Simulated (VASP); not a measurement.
Set up this calculation in VASP 6.6.1, as the native input.

```
Task                   : single point
Functional             : r2SCAN
Dispersion             : D3(BJ)
Potentials or basis    : VASP PAW PBE potentials, release 64 (Pb_d, Se)
Cutoff                 : 520 eV
k mesh                 : 8 × 8 × 8
Occupations            : fermi-dirac, width 0.05 eV
Spin                   : no spin polarisation
Dipole correction      : no
Further INCAR settings : ALGO = Normal; EDIFF = 1e-06; NBANDS = 17
```

PbSe (Clausthalite):

```
CELL_PARAMETERS angstrom
0.00000 3.07030 3.07030
3.07030 0.00000 3.07030
3.07030 3.07030 0.00000
ATOMIC_POSITIONS crystal
Pb 0.00000 0.00000 0.00000
Se 0.50000 0.50000 0.50000
```

One way to write it, as run:

POSCAR

```
PbSe
1.0
    0.0000000000      3.0703028453      3.0703028453
    3.0703028453      0.0000000000      3.0703028453
    3.0703028453      3.0703028453      0.0000000000
Pb Se
1 1
Direct
    0.0000000000      0.0000000000      0.0000000000
    0.5000000000      0.5000000000      0.5000000000
```

INCAR.step1

```
SYSTEM = PbSe
PREC     = Accurate       ! precision mode
ENCUT    = 520            ! plane-wave cutoff, eV
ISMEAR   = -1             ! smearing method
SIGMA    = 0.05           ! smearing width, eV
LREAL    = .False.        ! projectors in reciprocal space
LASPH    = .True.         ! aspherical terms in the spheres
NELM     = 60             ! most SCF steps
NBANDS   = 17             ! bands
GGA      = PE             ! functional
ALGO     = Normal         ! electronic algorithm
EDIFF    = 1E-4           ! SCF threshold, eV
LWAVE    = .True.         ! write WAVECAR
LCHARG   = .False.        ! write CHGCAR
```

INCAR.step2

```
SYSTEM = PbSe
PREC     = Accurate       ! precision mode
ENCUT    = 520            ! plane-wave cutoff, eV
EDIFF    = 1E-6           ! SCF threshold, eV
ISMEAR   = -1             ! smearing method
SIGMA    = 0.05           ! smearing width, eV
LREAL    = .False.        ! projectors in reciprocal space
LASPH    = .True.         ! aspherical terms in the spheres
NELM     = 60             ! most SCF steps
ALGO     = Normal         ! electronic algorithm
ISIF     = 2              ! what is computed and relaxed
LWAVE    = .False.        ! write WAVECAR
LCHARG   = .False.        ! write CHGCAR
METAGGA  = R2SCAN         ! meta-GGA
LMIXTAU  = .True.       
IVDW     = 12             ! dispersion correction
VDW_S6   = 1.0          
VDW_S8   = 0.78981345   
VDW_A1   = 0.49484001   
VDW_A2   = 5.73083694   
NBANDS   = 17             ! bands
ISTART   = 1
```

KPOINTS

```
regular mesh
0
Gamma
  8 8 8
  0 0 0
```

Potentials or basis: VASP PAW PBE potentials, release 64 (Pb_d, Se).

Launch:

```bash
$ cat potpaw_PBE.64/Pb_d/POTCAR potpaw_PBE.64/Se/POTCAR > POTCAR
$ cp INCAR.step1 INCAR
$ mpirun -np 1 vasp_std > vasp.out
$ cp INCAR.step2 INCAR
$ mpirun -np 1 vasp_std > vasp.out
```

Results of the run:

The pressure is 0.0 GPa, the band gap on the k mesh is 0.61 eV, direct and the dispersion energy per atom is -0.172 eV.

Caveat: the PAW data sets were made with another functional, which shifts forces and pressure a little; spin-orbit coupling is left out, which moves the levels of the heavy elements.

Wall time 56 s on 1 thread of Intel(R) Xeon(R) Platinum 8375C CPU @ 2.90GHz (Ice Lake) (shared host), peak memory 0.2 GiB.
